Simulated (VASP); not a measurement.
# Si (P6/mmm) in VASP: further runs, part 2 of 2

VASP 6.6.1. Earlier steps stand in the parts before.

## 4. Single point, PBEsol

This run uses another cell than the first one, of 14.43 Å³/atom, 1.087 times its volume.

INCAR reads:

```
SYSTEM = Si
PREC     = Accurate       ! precision mode
ENCUT    = 520            ! plane-wave cutoff, eV
EDIFF    = 1E-7           ! SCF threshold, eV
ISMEAR   = -1             ! smearing method
SIGMA    = 0.1            ! smearing width, eV
LREAL    = .False.        ! projectors in reciprocal space
LASPH    = .True.         ! aspherical terms in the spheres
NELM     = 100            ! most SCF steps
ALGO     = Normal         ! electronic algorithm
ISIF     = 2              ! what is computed and relaxed
LWAVE    = .False.        ! write WAVECAR
LCHARG   = .False.        ! write CHGCAR
GGA      = PS             ! functional
NBANDS   = 13             ! bands
```

KPOINTS reads:

```
Automatic mesh
0
Gamma
  9 9 14
  0 0 0
```

POSCAR reads:

```
Si
1.0
    4.4308098108      0.0000000000      0.0000000000
   -2.2154049054      3.8371938554      0.0000000000
    0.0000000000      0.0000000000      2.5462787532
Si
3
Direct
    1.0000000000      1.0000000000      0.0000000000
    0.3333333333      0.6666666667      0.5000000000
    0.6666666667      0.3333333333      0.5000000000
```

Potentials or basis: VASP PAW PBE potentials, release 64 (Si).

Started as:

```console
$ cat potpaw_PBE.64/Si/POTCAR > POTCAR
$ mpirun -np 1 vasp_std > vasp.out
```

OUTCAR:

```text
SYSTEM = Si
   PREC = Accurate
   ENCUT = 520
   EDIFF = 1E-7
   ISMEAR = -1
   LREAL = .False.
   LASPH = .True.
   NELM = 100
   ISIF = 2
   GGA = PS

 ion  position               nearest neighbor table
   1  0.000  0.000  0.000-   2 2.86   3 2.86   2 2.86   3 2.86   2 2.86   2 2.86   3 2.86   3 2.86
                             3 2.86   3 2.86   2 2.86   2 2.86
   2  0.333  0.667  0.500-   3 2.56   3 2.56   3 2.56   1 2.86   1 2.86   1 2.86   1 2.86   1 2.86
                             1 2.86
   3  0.667  0.333  0.500-   2 2.56   2 2.56   2 2.56   1 2.86   1 2.86   1 2.86   1 2.86   1 2.86
                             1 2.86

  LATTYP: Found a hexagonal cell.
 ALAT       =     4.4308098108
 C/A-ratio  =     0.5746757053

  Lattice vectors:

 A1 = (   4.4308098108,   0.0000000000,   0.0000000000)
 A2 = (  -2.2154049054,   3.8371938554,   0.0000000000)
 A3 = (   0.0000000000,   0.0000000000,   2.5462787532)

Analysis of symmetry for initial positions (statically):
=====================================================================
 Subroutine PRICEL returns:
 Original cell was already a primitive cell.

 Routine SETGRP: Setting up the symmetry group for a
 hexagonal supercell.

 Subroutine GETGRP returns: Found 24 space group operations
[... 178 lines left out ...]
      3       4.8678      2.00000
      4       5.5535      2.00000
      5       5.5535      2.00000
      6       5.6256      2.00000
      7       5.6256      2.00000
      8      16.2554      0.00000
      9      17.6322      0.00000
     10      20.9016      0.00000
     11      20.9016      0.00000
     12      22.2864      0.00000
     13      22.6958      0.00000
[... 354 lines left out ...]
  band No.  band energies     occupation
      1      -1.0255      2.00000
      2      -0.9275      2.00000
      3      -0.9275      2.00000
      4       8.3765      2.00000
      5       8.5907      2.00000
      6       8.5907      2.00000
      7      15.7685      0.00000
      8      15.7685      0.00000
      9      16.8470      0.00000
     10      16.8476      0.00000
     11      17.4118      0.00000
     12      17.4118      0.00000
     13      18.7808      0.00000

 [... further k-points ...]
[... 5 lines left out ...]
  --------------------------------------------------------------------------------------
  -------------------------------------------------------------------------------------
  Total       -0.2577620     -0.2577620      0.5652591      0.0000000      0.0000000     -0.0000000
  in kB       -9.5395248     -9.5395248     20.9196965      0.0000000      0.0000000     -0.0000000
  external PRESSURE =       0.6135490 kB  Pullay stress =       0.0000000 kB

 VOLUME and BASIS-vectors are now :
 -----------------------------------------------------------------------------
  energy-cutoff  :      520.00
  volume of cell :       43.29
      direct lattice vectors                 reciprocal lattice vectors
     4.430809811  0.000000000  0.000000000     0.225692377  0.130303555  0.000000000
    -2.215404905  3.837193855  0.000000000     0.000000000  0.260607110  0.000000000
     0.000000000  0.000000000  2.546278753     0.000000000  0.000000000  0.392729979

 POSITION                                       TOTAL-FORCE (eV/Angst)
 -----------------------------------------------------------------------------------
      0.00000      0.00000      0.00000        -0.000000      0.000000     -0.000000
     -0.00000      2.55813      1.27314        -0.000000      0.000000      0.000000
      2.21540      1.27906      1.27314         0.000000     -0.000000     -0.000000
 -----------------------------------------------------------------------------------
    total drift:                               -0.000000     -0.000000     -0.000000

  FREE ENERGIE OF THE ION-ELECTRON SYSTEM (eV)
  ---------------------------------------------------
  free  energy   TOTEN  =       -16.1420832718 eV

  energy  without entropy=      -16.1035295904  energy(sigma->0) =      -16.12280643
```

It took 25 s on 1 thread of AMD EPYC 9R45 (Zen 5), shared host; peak memory 0.15 GiB.

Results:

| Property | Result |
| --- | --- |
| Free energy | -16.1421 eV |
| Pressure | 0.1 GPa |
| Band gap on the k mesh | zero (band 6 reaches 12.79 eV, above the bottom of band 7 at 5.63 eV) |

Stress tensor (GPa, compression positive):
```
-0.95  0.00  0.00
 0.00 -0.95  0.00
 0.00  0.00  2.09
```

Levels at points of the mesh, in eV from the Fermi level:
```csv
k point,band 4,band 5,band 6,band 7,band 8,band 9
"(0.00, 0.00, 0.00)",-4.50,-4.50,-4.42,-4.42,6.20,7.58
"(0.00, 0.00, 0.50)",-0.63,-0.60,-0.60,0.35,0.86,0.86
```

Caveat: the PAW data sets were made with another functional, which shifts forces and pressure a little.

## 5. The runs side by side

```csv
cell,gap on the mesh (eV),pressure (GPa)
"a = 4.309, b = 4.309, c = 2.476 Å, angles 90.0, 90.0, 120.0°, 3 atoms",none,10.4
"a = 4.371, b = 4.371, c = 2.512 Å, angles 90.0, 90.0, 120.0°, 3 atoms",none,4.7
"a = 4.431, b = 4.431, c = 2.546 Å, angles 90.0, 90.0, 120.0°, 3 atoms",none,0.1
```

Alike in all rows: task single point; level PBEsol; potentials or basis VASP PAW PBE potentials, release 64 (Si); no spin polarisation; k mesh 9 × 9 × 14; cutoff (eV) 520; smearing fermi-dirac 0.1 eV.

Caveats: the PAW data sets were made with another functional, which shifts forces and pressure a little.

Total energies depend on the potentials used, so only differences within one code and one set of settings carry meaning.
